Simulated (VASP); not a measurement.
# Al2Au (Fm-3m) in VASP: notebook

Al2Au is run at these levels: PBE; tasks: single point.

Program: VASP 6.6.1. These are calculated values, not measurements. Logs are shortened: lines on timing, memory, paths and dates and some standing lists are left out, and cuts for length are marked.

## (1) The cell of the first run

It takes space group Fm-3m (No. 225, cubic). The conventional cell has a = 5.978 Å, b = 5.978 Å, c = 5.978 Å, α = 90.00°, β = 90.00°, γ = 90.00°. Al (site symmetry -43m) has 4 Au at 2.59 Å and 6 Al at 2.99 Å within 3.4 Å. Within 3.4 Å of Au (site symmetry m-3m) lie 8 Al at 2.59 Å.

## (2) Single point, PBE (strained)

Input file INCAR:

```
  PREC = Accurate
  ENCUT = 520
  EDIFF = 1E-6
  ISMEAR = 0
  SIGMA = 0.1
  LREAL = False
  LASPH = True
  NELM = 80
  ALGO = Normal
  ISIF = 2
  LWAVE = False
  LCHARG = False
  GGA = PE
  NBANDS = 16
```

Input file KPOINTS:

```
regular mesh
0
Gamma
  12 12 12
```

Input file POSCAR:

```
Al2Au
1.0
    0.0000000000      2.9889000000      2.9889000000
    2.9889000000      0.0000000000      2.9889000000
    2.9889000000      2.9889000000      0.0000000000
Al Au
2 1
Direct
    0.2500000000      0.2500000000      0.2500000000
    0.7500000000      0.7500000000      0.7500000000
    0.0000000000      0.0000000000      0.0000000000
```

Potentials or basis: VASP PAW PBE potentials, release 64 (Al, Au).

Started as:

```sh
$ cat potpaw_PBE.64/Al/POTCAR potpaw_PBE.64/Au/POTCAR > POTCAR
$ mpirun -np 1 vasp_std > vasp.out
```

OUTCAR:

```text
PREC = Accurate
   ENCUT = 520
   EDIFF = 1E-6
   ISMEAR = 0
   LREAL = False
   LASPH = True
   NELM = 80
   ISIF = 2
   GGA = PE

 ion  position               nearest neighbor table
   1  0.250  0.250  0.250-   3 2.59   3 2.59   3 2.59   3 2.59   2 2.99   2 2.99   2 2.99   2 2.99
                             2 2.99   2 2.99
   2  0.750  0.750  0.750-   3 2.59   3 2.59   3 2.59   3 2.59   1 2.99   1 2.99   1 2.99   1 2.99
                             1 2.99   1 2.99
   3  0.000  0.000  0.000-   2 2.59   2 2.59   2 2.59   1 2.59   1 2.59   1 2.59   2 2.59   1 2.59

  LATTYP: Found a face centered cubic cell.
 ALAT       =     5.9778000000

  Lattice vectors:

 A1 = (   0.0000000000,   2.9889000000,   2.9889000000)
 A2 = (   2.9889000000,   0.0000000000,   2.9889000000)
 A3 = (   2.9889000000,   2.9889000000,   0.0000000000)

Analysis of symmetry for initial positions (statically):
=====================================================================
 Subroutine PRICEL returns:
 Original cell was already a primitive cell.

 Routine SETGRP: Setting up the symmetry group for a
 face centered cubic supercell.

 Subroutine GETGRP returns: Found 48 space group operations
 (whereof 48 operations were pure point group operations)
 out of a pool of 48 trial point group operations.

The static configuration has the point symmetry O_h .

Analysis of symmetry for dynamics (positions and initial velocities):
=====================================================================
 Subroutine PRICEL returns:
 Original cell was already a primitive cell.

 Routine SETGRP: Setting up the symmetry group for a
 face centered cubic supercell.

 Subroutine GETGRP returns: Found 48 space group operations
 (whereof 48 operations were pure point group operations)
 out of a pool of 48 trial point group operations.

The dynamic configuration has the point symmetry O_h .

 Subroutine INISYM returns: Found 48 space group operations
 (whereof 48 operations are pure point group operations),
 and found     1 'primitive' translations

----------------------------------------------------------------------------------------

                                     Primitive cell

  volume of cell :      53.4028

  direct lattice vectors                    reciprocal lattice vectors
     0.000000000  2.988900000  2.988900000    -0.167285623  0.167285623  0.167285623
     2.988900000  0.000000000  2.988900000     0.167285623 -0.167285623  0.167285623
     2.988900000  2.988900000  0.000000000     0.167285623  0.167285623 -0.167285623

  length of vectors
     4.226942917  4.226942917  4.226942917     0.289747199  0.289747199  0.289747199

  position of ions in fractional coordinates (direct lattice)
     0.250000000  0.250000000  0.250000000
     0.750000000  0.750000000  0.750000000
     0.000000000  0.000000000  0.000000000

  ion indices of the primitive-cell ions
   primitive index   ion index
                 1           1
                 2           2
                 3           3

----------------------------------------------------------------------------------------

 KPOINTS: regular mesh

Automatic generation of k-mesh.
 Grid dimensions read from file:
 generate k-points for:   12   12   12

 Generating k-lattice:

  Cartesian coordinates                     Fractional coordinates (reciprocal lattice)
    -0.013940469  0.013940469  0.013940469     0.083333333  0.000000000  0.000000000
     0.013940469 -0.013940469  0.013940469     0.000000000  0.083333333  0.000000000
     0.013940469  0.013940469 -0.013940469     0.000000000  0.000000000  0.083333333

  Length of vectors
     0.024145600  0.024145600  0.024145600

  Shift w.r.t. Gamma in fractional coordinates (k-lattice)
     0.000000000  0.000000000  0.000000000

 Subroutine IBZKPT returns following result:
 ===========================================

 Found     72 irreducible k-points:

 Following reciprocal coordinates:
            Coordinates               Weight
  0.000000  0.000000  0.000000      1.000000
  0.083333  0.000000  0.000000      8.000000
  0.166667  0.000000  0.000000      8.000000
  0.250000  0.000000  0.000000      8.000000
  0.333333  0.000000  0.000000      8.000000
  0.416667  0.000000  0.000000      8.000000
[... 16 lines left out ...]
  0.500000  0.166667  0.000000     24.000000
 -0.416667  0.166667  0.000000     24.000000
 [... further k-points ...]
   k-points           NKPTS =     72   k-points in BZ     NKDIM =     72   number of bands    NBANDS=     16
   number of dos      NEDOS =    301   number of ions     NIONS =      3
   total plane-waves  NPLWV =  32768
   dimension x,y,z NGX =    32 NGY =   32 NGZ =   32
   dimension x,y,z NGXF=    64 NGYF=   64 NGZF=   64
   ions per type =               2   1
   NGX,Y,Z   is equivalent  to a cutoff of  12.59, 12.59, 12.59 a.u.
   NGXF,Y,Z  is equivalent  to a cutoff of  25.17, 25.17, 25.17 a.u.
 SYSTEM =  unknown system
   PREC   = accura    normal or accurate (medium, high low for compatibility)
   ISTART =      0    job   : 0-new  1-cont  2-samecut
   ICHARG =      2    charge: 1-file 2-atom 10-const
   ISPIN  =      1    spin polarized calculation?
   LNONCOLLINEAR =      F non collinear calculations
   LSORBIT =      F    spin-orbit coupling
   LASPH  =      T    aspherical Exc in radial PAW
   ENCUT  =  520.0 eV  38.22 Ry    6.18 a.u.   7.86  7.86  7.86*2*pi/ulx,y,z
   NELM   =     80;   NELMIN=  2; NELMDL= -5     # of ELM steps
   EDIFF  = 0.1E-05   stopping-criterion for ELM
   LREAL  =      F    real-space projection
   EDIFFG = 0.1E-04   stopping-criterion for IOM
   NSW    =      0    number of steps for IOM
   IBRION =     -1    ionic relax: 0-MD 1-quasi-New 2-CG
   NFREE  =      0    steps in history (QN), initial steepest desc. (CG)
   ISIF   =      2    stress and relaxation
   ISYM   =      2    0-nonsym 1-usesym 2-fastsym
   POTIM  = 0.5000    time-step for ionic-motion
   TEBEG  =    0.0;   TEEND  =   0.0 temperature during run
   PSTRESS=    0.0 pullay stress
   NELECT =      17.0000    total number of electrons
   NUPDOWN=      -1.0000    fix difference up-down
   EMIN   =  10.00;   EMAX   =-10.00  energy-range for DOS
   EFERMI =   0.00;   METHOD = LEGACY
   ISMEAR =     0;   SIGMA  =   0.10  broadening in eV -4-tet -1-fermi 0-gaus
   EFERMI_NEDOS =   21; number of points for ismear=-14 and -15
   IALGO  =     38    algorithm
   IMIX   =      4    mixing-type and parameters
     AMIX     =   0.40;   BMIX     =  1.00
     AMIX_MAG =   1.60;   BMIX_MAG =  1.00
  volume/ion in A,a.u.               =      17.80       120.13
  Fermi-wavevector in a.u.,A,eV,Ry     =   1.117815  2.112363 17.000607  1.249509
  Thomas-Fermi vector in A             =   2.254440
   LORBIT       =      0    0 simple, 1 ext, 2 COOP (PROOUT), +10 PAW based schemes
   GGA     = PE    functional components
   LHFCALC =     F    Hartree Fock is set to
   AEXX    =    0.0000 exact exchange contribution
   IVDW    =     0    specifies the selected vdW correction
   LEPSILON=     F    determine dielectric tensor
   LRPA    =     F    only Hartree local field effects (RPA)
 non-spin polarized calculation
 Gauss-broadening in eV      SIGMA  =   0.10
  energy-cutoff  :      520.00
  volume of cell :       53.40
 maximum number of plane-waves:      1459
   NGX = 15   NGY = 15   NGZ = 15

 number of electron      17.0000000 magnetization

 Free energy of the ion-electron system (eV)
  ---------------------------------------------------
  ext. energy  EPLUGINS =         0.00000000
  ---------------------------------------------------
  free energy    TOTEN  =       -11.99466399 eV

  energy without entropy =      -11.98989751  energy(sigma->0) =      -11.99228075

 E-fermi :   7.9371     XC(G=0): -10.5745

 val. band max:        7.9260005485   @ k =   0.2500   0.1667   0.0833
 cond. band min:       7.9638420976   @ k =  -0.2500   0.0833   0.0000
 fundamental gap:      0.0378415491
 Fermi energy:         7.9370982471

 k-point     1 :       0.0000    0.0000    0.0000
  band No.  band energies     occupation
      1      -2.7075      2.00000
      2       1.2635      2.00000
      3       1.2635      2.00000
      4       1.2635      2.00000
      5       2.2330      2.00000
      6       2.2330      2.00000
[... 8 lines left out ...]
     15      13.7011      0.00000
     16      13.7011      0.00000

 k-point     2 :       0.0833    0.0000    0.0000
  band No.  band energies     occupation
      1      -2.6154      2.00000
      2       1.2330      2.00000
      3       1.2872      2.00000
      4       1.2872      2.00000
      5       2.2278      2.00000
      6       2.2278      2.00000
[... 8 lines left out ...]
     15      13.4500      0.00000
     16      13.5121      0.00000

 k-point     3 :       0.1667    0.0000    0.0000
  band No.  band energies     occupation
      1      -2.3442      2.00000
      2       1.1563      2.00000
      3       1.3488      2.00000
      4       1.3488      2.00000
      5       2.2203      2.00000
      6       2.2203      2.00000
[... 8 lines left out ...]
     15      13.4200      0.00000
     16      13.6800      0.00000

 k-point     4 :       0.2500    0.0000    0.0000
  band No.  band energies     occupation
      1      -1.9131      2.00000
      2       1.0735      2.00000
      3       1.4222      2.00000
      4       1.4222      2.00000
      5       2.2311      2.00000
      6       2.2311      2.00000
[... 8 lines left out ...]
     15      14.2796      0.00000
     16      14.4705      0.00000

 k-point     5 :       0.3333    0.0000    0.0000
  band No.  band energies     occupation
      1      -1.3742      2.00000
      2       1.0488      2.00000
      3       1.4768      2.00000
      4       1.4768      2.00000
      5       2.2742      2.00000
      6       2.2742      2.00000
[... 8 lines left out ...]
     15      15.3123      0.00000
     16      15.4839      0.00000

 k-point     6 :       0.4167    0.0000    0.0000
  band No.  band energies     occupation
      1      -0.8660      2.00000
      2       1.1841      2.00000
      3       1.5022      2.00000
      4       1.5022      2.00000
      5       2.3308      2.00000
      6       2.3308      2.00000
[... 8 lines left out ...]
     15      16.3041      0.00000
     16      16.7221      0.00000

 k-point     7 :       0.5000    0.0000    0.0000
  band No.  band energies     occupation
      1      -0.6464      2.00000
      2       1.4179      2.00000
      3       1.5083      2.00000
      4       1.5083      2.00000
      5       2.3572      2.00000
      6       2.3572      2.00000
[... 8 lines left out ...]
     15      16.8082      0.00000
     16      17.8168      0.00000

 k-point     8 :       0.0833    0.0833    0.0000
  band No.  band energies     occupation
      1      -2.5844      2.00000
      2       1.2115      2.00000
      3       1.3016      2.00000
      4       1.3016      2.00000
      5       2.1973      2.00000
      6       2.2530      2.00000
[... 8 lines left out ...]
     15      13.8399      0.00000
     16      13.8399      0.00000

 k-point     9 :       0.1667    0.0833    0.0000
  band No.  band energies     occupation
      1      -2.3718      2.00000
      2       1.1433      2.00000
      3       1.3551      2.00000
      4       1.3577      2.00000
      5       2.1627      2.00000
      6       2.2695      2.00000
[... 8 lines left out ...]
     15      13.9301      0.00000
     16      14.0232      0.00000
[... 172 lines left out ...]
 k-point    19 :       0.1667    0.1667    0.0000
  band No.  band energies     occupation
      1      -2.2178      2.00000
      2       1.0732      2.00000
      3       1.4138      2.00000
      4       1.4138      2.00000
      5       2.0981      2.00000
      6       2.3082      2.00000
[... 8 lines left out ...]
     15      14.6727      0.00000
     16      14.6727      0.00000

 k-point    20 :       0.2500    0.1667    0.0000
  band No.  band energies     occupation
      1      -1.8903      2.00000
      2       0.9849      2.00000
      3       1.4930      2.00000
      4       1.4954      2.00000
      5       2.0513      2.00000
      6       2.3413      2.00000
[... 8 lines left out ...]
     15      15.5550      0.00000
     16      15.5567      0.00000

 k-point    21 :       0.3333    0.1667    0.0000
  band No.  band energies     occupation
      1      -1.4146      2.00000
      2       0.9106      2.00000
      3       1.5518      2.00000
      4       1.5720      2.00000
      5       2.0761      2.00000
      6       2.3745      2.00000
[... 8 lines left out ...]
     15      16.5029      0.00000
     16      16.5540      0.00000

 k-point    22 :       0.4167    0.1667    0.0000
  band No.  band energies     occupation
      1      -0.8608      2.00000
      2       0.9011      2.00000
      3       1.5630      2.00000
      4       1.6220      2.00000
      5       2.2067      2.00000
      6       2.3962      2.00000
[... 8 lines left out ...]
     15      17.2564      0.00000
     16      17.6750      0.00000

 k-point    23 :       0.5000    0.1667    0.0000
  band No.  band energies     occupation
      1      -0.4175      2.00000
      2       1.0200      2.00000
      3       1.5828      2.00000
      4       1.6448      2.00000
      5       2.3756      2.00000
      6       2.3869      2.00000
[... 8 lines left out ...]
     15      17.1269      0.00000
     16      18.0123      0.00000

 k-point    24 :      -0.4167    0.1667    0.0000
  band No.  band energies     occupation
      1      -0.3512      2.00000
      2       1.0849      2.00000
      3       1.6279      2.00000
      4       1.6487      2.00000
      5       2.2979      2.00000
      6       2.2979      2.00000
[... 8 lines left out ...]
     15      16.2103      0.00000
     16      16.7752      0.00000

 [... further k-points ...]

------------------------ aborting loop because EDIFF is reached ----------------------------------------

  FORCE on cell =-STRESS in cart. coord.  units (eV):
  Direction    XX          YY          ZZ          XY          YZ          ZX
  --------------------------------------------------------------------------------------
  -------------------------------------------------------------------------------------
  Total        1.5104439      1.5104439      1.5104439     -0.0000000      0.0000000     -0.0000000
  in kB       45.3159444     45.3159444     45.3159444     -0.0000000      0.0000000     -0.0000000
  external PRESSURE =      45.3159444 kB  Pullay stress =       0.0000000 kB

 VOLUME and BASIS-vectors are now :
 -----------------------------------------------------------------------------
  energy-cutoff  :      520.00
  volume of cell :       53.40
      direct lattice vectors                 reciprocal lattice vectors
     0.000000000  2.988900000  2.988900000    -0.167285623  0.167285623  0.167285623
     2.988900000  0.000000000  2.988900000     0.167285623 -0.167285623  0.167285623
     2.988900000  2.988900000  0.000000000     0.167285623  0.167285623 -0.167285623

 POSITION                                       TOTAL-FORCE (eV/Angst)
 -----------------------------------------------------------------------------------
      1.49445      1.49445      1.49445         0.000000      0.000000      0.000000
      4.48335      4.48335      4.48335        -0.000000     -0.000000     -0.000000
      0.00000      0.00000      0.00000        -0.000000     -0.000000      0.000000
 -----------------------------------------------------------------------------------
    total drift:                                0.000000     -0.000000      0.000000

  FREE ENERGIE OF THE ION-ELECTRON SYSTEM (eV)
  ---------------------------------------------------
  free  energy   TOTEN  =       -11.9946639886 eV

  energy  without entropy=      -11.9898975076  energy(sigma->0) =      -11.99228075
```

Run time: 66 s. Hardware: 1 thread of AMD EPYC 7R43 (Zen 3), shared host; peak memory 0.17 GiB.

Results:

| Quantity | Value |
| --- | --- |
| Free energy | -11.9947 eV |
| Pressure | 4.5 GPa |

Caveat: the cell differs from its parent crystal (strained); spin-orbit coupling is left out, which moves the levels of the heavy elements.

[end of part 1 of 2]
